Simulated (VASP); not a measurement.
# F (P6_3/mmc) in VASP: further runs

Runs on F. Level: PBEsol. Tasks: single point, relaxation of cell and atoms.

Everything below comes from runs of VASP 6.6.1. Logs are shortened: lines on timing, memory, paths and dates and some standing lists are left out, and cuts for length are marked.

## 1. The cell of the first run

Symmetry: P6_3/mmc, No. 194, hexagonal system. The conventional cell has a = 1.801 Å, b = 1.801 Å, c = 3.288 Å, α = 90.00°, β = 90.00°, γ = 120.00°. F (site symmetry -6m2) has 12 F at 1.80 to 1.95 Å within 2.4 Å.

## 2. Single point, PBEsol

File INCAR:

```
SYSTEM = F
PREC     = Accurate       ! precision mode
ENCUT    = 520            ! plane-wave cutoff, eV
EDIFF    = 1E-6           ! SCF threshold, eV
ISMEAR   = -1             ! smearing method
SIGMA    = 0.05           ! smearing width, eV
LREAL    = .FALSE.        ! projectors in reciprocal space
LASPH    = .TRUE.         ! aspherical terms in the spheres
NELM     = 100            ! most SCF steps
ALGO     = Normal         ! electronic algorithm
ISIF     = 2              ! what is computed and relaxed
LWAVE    = .FALSE.        ! write WAVECAR
LCHARG   = .FALSE.        ! write CHGCAR
GGA      = PS             ! functional
NBANDS   = 14             ! bands
```

File KPOINTS:

```
regular mesh
0
G
  21 21 11
  0 0 0
```

File POSCAR:

```
F
1.0
    1.8007645043      0.0000000000      0.0000000000
   -0.9003822521      1.5595078070      0.0000000000
    0.0000000000      0.0000000000      3.2884984330
F
2
Direct
    0.3333333333      0.6666666667      0.2500000000
    0.6666666667      0.3333333333      0.7500000000
```

Potentials or basis: VASP PAW PBE potentials, release 64 (F).

Run with:

```bash
> cat potpaw_PBE.64/F/POTCAR > POTCAR
> mpirun -np 1 vasp_std > vasp.out
```

OUTCAR:

```text
SYSTEM = F
   PREC = Accurate
   ENCUT = 520
   EDIFF = 1E-6
   ISMEAR = -1
   LREAL = .FALSE.
   LASPH = .TRUE.
   NELM = 100
   ISIF = 2
   GGA = PS

 ion  position               nearest neighbor table
   1  0.333  0.667  0.250-
   2  0.667  0.333  0.750-

  LATTYP: Found a hexagonal cell.
 ALAT       =     1.8007645043
 C/A-ratio  =     1.8261679554

  Lattice vectors:

 A1 = (   1.8007645043,   0.0000000000,   0.0000000000)
 A2 = (  -0.9003822521,   1.5595078070,   0.0000000000)
 A3 = (   0.0000000000,   0.0000000000,   3.2884984330)

Analysis of symmetry for initial positions (statically):
=====================================================================
 Subroutine PRICEL returns:
 Original cell was already a primitive cell.

 Routine SETGRP: Setting up the symmetry group for a
 hexagonal supercell.

 Subroutine GETGRP returns: Found 24 space group operations
 (whereof 12 operations were pure point group operations)
 out of a pool of 24 trial point group operations.

The static configuration has the point symmetry D_3d.
 The point group associated with its full space group is D_6h.

Analysis of symmetry for dynamics (positions and initial velocities):
=====================================================================
 Subroutine PRICEL returns:
 Original cell was already a primitive cell.

 Routine SETGRP: Setting up the symmetry group for a
 hexagonal supercell.

 Subroutine GETGRP returns: Found 24 space group operations
 (whereof 12 operations were pure point group operations)
 out of a pool of 24 trial point group operations.

The dynamic configuration has the point symmetry D_3d.
 The point group associated with its full space group is D_6h.

 Subroutine INISYM returns: Found 24 space group operations
 (whereof 12 operations are pure point group operations),
 and found     1 'primitive' translations

----------------------------------------------------------------------------------------

                                     Primitive cell

  volume of cell :       9.2351

  direct lattice vectors                    reciprocal lattice vectors
     1.800764504  0.000000000  0.000000000     0.555319698  0.320613977  0.000000000
    -0.900382252  1.559507807  0.000000000     0.000000000  0.641227954  0.000000000
     0.000000000  0.000000000  3.288498433     0.000000000  0.000000000  0.304090156

  length of vectors
     1.800764504  1.800764504  3.288498433     0.641227954  0.641227954  0.304090156

  position of ions in fractional coordinates (direct lattice)
     0.333333333  0.666666667  0.250000000
     0.666666667  0.333333333  0.750000000

  ion indices of the primitive-cell ions
   primitive index   ion index
                 1           1
                 2           2

----------------------------------------------------------------------------------------

 KPOINTS: regular mesh

Automatic generation of k-mesh.
 Grid dimensions read from file:
 generate k-points for:   21   21   11

 Generating k-lattice:

  Cartesian coordinates                     Fractional coordinates (reciprocal lattice)
     0.026443795  0.015267332  0.000000000     0.047619048 -0.000000000  0.000000000
     0.000000000  0.030534664  0.000000000     0.000000000  0.047619048  0.000000000
     0.000000000  0.000000000  0.027644560     0.000000000  0.000000000  0.090909091

  Length of vectors
     0.030534664  0.030534664  0.027644560

  Shift w.r.t. Gamma in fractional coordinates (k-lattice)
     0.000000000  0.000000000  0.000000000

 Subroutine IBZKPT returns following result:
 ===========================================

 Found    288 irreducible k-points:

 Following reciprocal coordinates:
            Coordinates               Weight
  0.000000  0.000000  0.000000      1.000000
  0.047619  0.000000  0.000000      6.000000
  0.095238  0.000000  0.000000      6.000000
  0.142857  0.000000  0.000000      6.000000
  0.190476  0.000000  0.000000      6.000000
  0.238095  0.000000  0.000000      6.000000
[... 16 lines left out ...]
  0.142857  0.095238  0.000000     12.000000
  0.190476  0.095238  0.000000     12.000000
 [... further k-points ...]
   k-points           NKPTS =    288   k-points in BZ     NKDIM =    288   number of bands    NBANDS=     14
   number of dos      NEDOS =    301   number of ions     NIONS =      2
   total plane-waves  NPLWV =   4704
   dimension x,y,z NGX =    14 NGY =   14 NGZ =   24
   dimension x,y,z NGXF=    28 NGYF=   28 NGZF=   48
   ions per type =               2
   NGX,Y,Z   is equivalent  to a cutoff of  12.92, 12.92, 12.13 a.u.
   NGXF,Y,Z  is equivalent  to a cutoff of  25.85, 25.85, 24.27 a.u.
 SYSTEM =  F
   PREC   = accura    normal or accurate (medium, high low for compatibility)
   ISTART =      0    job   : 0-new  1-cont  2-samecut
   ICHARG =      2    charge: 1-file 2-atom 10-const
   ISPIN  =      1    spin polarized calculation?
   LNONCOLLINEAR =      F non collinear calculations
   LSORBIT =      F    spin-orbit coupling
   LASPH  =      T    aspherical Exc in radial PAW
   ENCUT  =  520.0 eV  38.22 Ry    6.18 a.u.   3.35  3.35  6.11*2*pi/ulx,y,z
   NELM   =    100;   NELMIN=  2; NELMDL= -5     # of ELM steps
   EDIFF  = 0.1E-05   stopping-criterion for ELM
   LREAL  =      F    real-space projection
   EDIFFG = 0.1E-04   stopping-criterion for IOM
   NSW    =      0    number of steps for IOM
   IBRION =     -1    ionic relax: 0-MD 1-quasi-New 2-CG
   NFREE  =      0    steps in history (QN), initial steepest desc. (CG)
   ISIF   =      2    stress and relaxation
   ISYM   =      2    0-nonsym 1-usesym 2-fastsym
   POTIM  = 0.5000    time-step for ionic-motion
   TEBEG  =    0.0;   TEEND  =   0.0 temperature during run
   PSTRESS=    0.0 pullay stress
   NELECT =      14.0000    total number of electrons
   NUPDOWN=      -1.0000    fix difference up-down
   EMIN   =  10.00;   EMAX   =-10.00  energy-range for DOS
   EFERMI =   0.00;   METHOD = LEGACY
   ISMEAR =    -1;   SIGMA  =   0.05  broadening in eV -4-tet -1-fermi 0-gaus
   EFERMI_NEDOS =   21; number of points for ismear=-14 and -15
   IALGO  =     38    algorithm
   IMIX   =      4    mixing-type and parameters
     AMIX     =   0.40;   BMIX     =  1.00
     AMIX_MAG =   1.60;   BMIX_MAG =  1.00
  volume/ion in A,a.u.               =       4.62        31.16
  Fermi-wavevector in a.u.,A,eV,Ry     =   1.880630  3.553876 48.120691  3.536771
  Thomas-Fermi vector in A             =   2.924190
   LORBIT       =      0    0 simple, 1 ext, 2 COOP (PROOUT), +10 PAW based schemes
   GGA     = PS    functional components
   LHFCALC =     F    Hartree Fock is set to
   AEXX    =    0.0000 exact exchange contribution
   IVDW    =     0    specifies the selected vdW correction
   LEPSILON=     F    determine dielectric tensor
   LRPA    =     F    only Hartree local field effects (RPA)
 non-spin polarized calculation
  energy-cutoff  :      520.00
  volume of cell :        9.24
 maximum number of plane-waves:       260
 NGX is ok and might be reduce to    14
   NGX =  7   NGY =  7   NGZ = 13

 number of electron      14.0000013 magnetization

 Free energy of the ion-electron system (eV)
  ---------------------------------------------------
  ext. energy  EPLUGINS =         0.00000000
  ---------------------------------------------------
  free energy    TOTEN  =         2.38985536 eV

  energy without entropy =        2.40190926  energy(sigma->0) =        2.39588231

 E-fermi :   7.3693     XC(G=0): -15.5712

 val. band max:        7.3512749771   @ k =   0.4286   0.0476   0.2727
 cond. band min:       7.3737412008   @ k =   0.0952   0.0476   0.2727
 fundamental gap:      0.0224662237
 Fermi energy:         7.3693170524

 k-point     1 :       0.0000    0.0000    0.0000
  band No.  band energies     occupation
      1     -23.4045      2.00000
      2     -17.7037      2.00000
      3      -4.8592      2.00000
      4       8.0221      0.00000
      5       8.9773      0.00000
      6       8.9773      0.00000
      7       9.7475      0.00000
      8       9.7475      0.00000
      9      32.6426      0.00000
     10      39.2683      0.00000
     11      39.5381      0.00000
     12      48.5653      0.00000
     13      53.6788      0.00000
     14      53.6788      0.00000

 k-point     2 :       0.0476    0.0000    0.0000
  band No.  band energies     occupation
      1     -23.3025      2.00000
      2     -17.6204      2.00000
      3      -4.7604      2.00000
      4       8.0249      0.00000
      5       8.6849      0.00000
      6       8.8867      0.00000
      7       9.5279      0.00000
      8       9.7139      0.00000
      9      32.7573      0.00000
     10      39.3932      0.00000
     11      39.4399      0.00000
     12      48.3540      0.00000
     13      52.7032      0.00000
     14      53.9199      0.00000

 k-point     3 :       0.0952    0.0000    0.0000
  band No.  band energies     occupation
      1     -22.9978      2.00000
      2     -17.3740      2.00000
      3      -4.4666      2.00000
      4       7.8457      0.00015
      5       8.0286      0.00000
      6       8.6363      0.00000
      7       8.8879      0.00000
      8       9.6067      0.00000
      9      33.0850      0.00000
     10      38.9380      0.00000
     11      39.8943      0.00000
     12      47.2336      0.00000
     13      51.7664      0.00000
     14      54.3966      0.00000
[... 324 lines left out ...]
 k-point    23 :       0.1429    0.0952    0.0000
  band No.  band energies     occupation
      1     -21.5087      2.00000
      2     -16.2010      2.00000
      3      -3.0437      2.00000
      4       4.7352      2.00000
      5       5.7822      2.00000
      6       7.7838      0.00050
      7       7.9527      0.00002
      8       8.7072      0.00000
      9      34.4737      0.00000
     10      36.8316      0.00000
     11      41.1303      0.00000
     12      42.7436      0.00000
     13      49.1902      0.00000
     14      49.5449      0.00000

 k-point    24 :       0.1905    0.0952    0.0000
  band No.  band energies     occupation
      1     -20.6441      2.00000
      2     -15.5548      2.00000
      3      -2.2328      2.00000
      4       3.0773      2.00000
      5       4.5377      2.00000
      6       7.1005      1.99079
      7       7.8357      0.00018
      8       8.3218      0.00000
      9      35.1146      0.00000
     10      35.6416      0.00000
     11      40.3229      0.00000
     12      42.3281      0.00000
     13      46.9774      0.00000
     14      48.6494      0.00000

 [... further k-points ...]
[... 5 lines left out ...]
  --------------------------------------------------------------------------------------
  -------------------------------------------------------------------------------------
  Total       16.7350002     16.7350002     16.6764822      0.0000000     -0.0000000      0.0000000
  in kB     2903.3152167   2903.3152168   2893.1630606      0.0000001     -0.0000000      0.0000000
  external PRESSURE =    2899.9311647 kB  Pullay stress =       0.0000000 kB

 VOLUME and BASIS-vectors are now :
 -----------------------------------------------------------------------------
  energy-cutoff  :      520.00
  volume of cell :        9.24
      direct lattice vectors                 reciprocal lattice vectors
     1.800764504  0.000000000  0.000000000     0.555319698  0.320613977  0.000000000
    -0.900382252  1.559507807  0.000000000     0.000000000  0.641227954  0.000000000
     0.000000000  0.000000000  3.288498433     0.000000000  0.000000000  0.304090156

 POSITION                                       TOTAL-FORCE (eV/Angst)
 -----------------------------------------------------------------------------------
     -0.00000      1.03967      0.82212         0.000000     -0.000000      0.000000
      0.90038      0.51984      2.46637        -0.000000      0.000000      0.000000
 -----------------------------------------------------------------------------------
    total drift:                               -0.000000      0.000000      0.000000

  FREE ENERGIE OF THE ION-ELECTRON SYSTEM (eV)
  ---------------------------------------------------
  free  energy   TOTEN  =         2.3898553558 eV

  energy  without entropy=        2.4019092646  energy(sigma->0) =        2.39588231
```

Wall time 23 s (1 thread of Intel Xeon Platinum 8488C (Sapphire Rapids), shared host); peak memory 0.13 GiB.

What came out:

```yaml
Free_energy: 2.3899 eV
Pressure: 290.0 GPa
Band_gap_on_the_k_mesh: zero (band 7 reaches 9.75 eV, above the bottom of band 8 at 4.61 eV)
```

Caveat: the PAW data sets were made with another functional, which shifts forces and pressure a little.

## 3. Relaxation of cell and atoms, PBEsol, target pressure 290 GPa, at which the enthalpy is minimised

This run uses another cell than the first one, of 4.58 Å³/atom, 0.992 times its volume.

File INCAR:

```
SYSTEM = F
  PREC = Accurate
  ENCUT = 600
  EDIFF = 1E-6
  ISMEAR = -1
  SIGMA = 0.05
  LREAL = .False.
  LASPH = .True.
  NELM = 80
  ALGO = Normal
  ISIF = 3
  LWAVE = .False.
  LCHARG = .False.
  GGA = PS
  IBRION = 2
  NSW = 60
  EDIFFG = -0.005
  PSTRESS = 2900.0
```

File KPOINTS:

```
regular mesh
0
Gamma
  21 21 11
  0 0 0
```

File POSCAR:

```
F
1.0
    1.8689640645      0.0000000000      0.0000000000
   -0.9344820322      1.6185703586      0.0000000000
    0.0000000000      0.0000000000      3.0277217844
F
2
Direct
    0.3333333333      0.6666666667      0.2500000000
    0.6666666667      0.3333333333      0.7500000000
```

Potentials or basis: VASP PAW PBE potentials, release 64 (F).

Run with:

```bash
> cat potpaw_PBE.64/F/POTCAR > POTCAR
> mpirun -np 1 vasp_std > vasp.out
```

Run time: 3.1 min. Hardware: 1 thread of Intel Xeon Platinum 8488C (Sapphire Rapids), shared host; peak memory 0.15 GiB.

It converged, with:

* Free energy: 2.3920 eV
* Relaxed volume: 4.62 Å³/atom
* Relaxed cell: a = 1.802 Å, b = 1.802 Å, c = 3.283 Å, α = 90.00°, β = 90.00°, γ = 120.00°
* Space group after relaxing (to 0.05 Å): P6_3/mmc (No. 194)
* Energy change on relaxing (the enthalpy is what falls): -85.9 meV/atom
* Ionic steps: 22
* Pressure after relaxing: 290.1 GPa
* Band gap on the k mesh: zero (band 7 reaches 9.74 eV, above the bottom of band 8 at 4.60 eV)

Stress tensor (GPa, compression positive):
```
290.16   0.00   0.00
  0.00 290.16   0.00
  0.00   0.00 290.08
```

Step by step:
```tsv
step	energy change (eV)	largest force (eV/Å)	pressure (GPa)	volume (Å³)
1	0.0000	0.0000	296.99	9.16
2	-0.4694	0.0000	266.20	9.43
3	-0.1094	0.0000	289.85	9.22
4	-0.1073	0.0000	290.00	9.22
5	-0.1077	0.0000	289.94	9.22
6	-0.1091	0.0000	289.84	9.22
7	-0.1121	0.0000	289.74	9.22
8	-0.1179	0.0000	290.00	9.21
9	-0.1060	0.0000	293.38	9.20
10	0.0671	0.0000	310.61	9.11
11	-0.0506	0.0000	299.37	9.17
12	-0.0875	0.0000	295.71	9.18
13	-0.0903	0.0000	295.41	9.19
14	-0.1863	0.0000	289.06	9.24
15	-0.1723	0.0000	289.97	9.23
16	-0.1706	0.0000	289.97	9.23
17	-0.1306	0.0000	292.74	9.21
18	-0.1690	0.0000	290.19	9.23
19	-0.1694	0.0000	290.18	9.23
20	-0.1703	0.0000	290.20	9.23
21	-0.1722	0.0000	290.20	9.23
22	-0.1718	0.0000	290.13	9.23
```

Final structure:
```
F
1.0
     1.80185    0.00000    0.00000
    -0.90092    1.56045    0.00000
     0.00000    0.00000    3.28279
F
2
Direct
  0.33333 0.66667 0.25000
  0.66667 0.33333 0.75000
```

Levels at points of the mesh, in eV from the Fermi level:
| k point | band 4 | band 5 | band 6 | band 7 | band 8 | band 9 | band 10 | band 11 |
| --- | --- | --- | --- | --- | --- | --- | --- | --- |
| (0.00, 0.00, 0.00) | 0.68 | 1.59 | 1.59 | 2.37 | 2.37 | 25.33 | 31.84 | 32.17 |

Caveat: the cell is relaxed towards a set pressure, so the enthalpy falls and the energy may rise; the PAW data sets were made with another functional, which shifts forces and pressure a little.
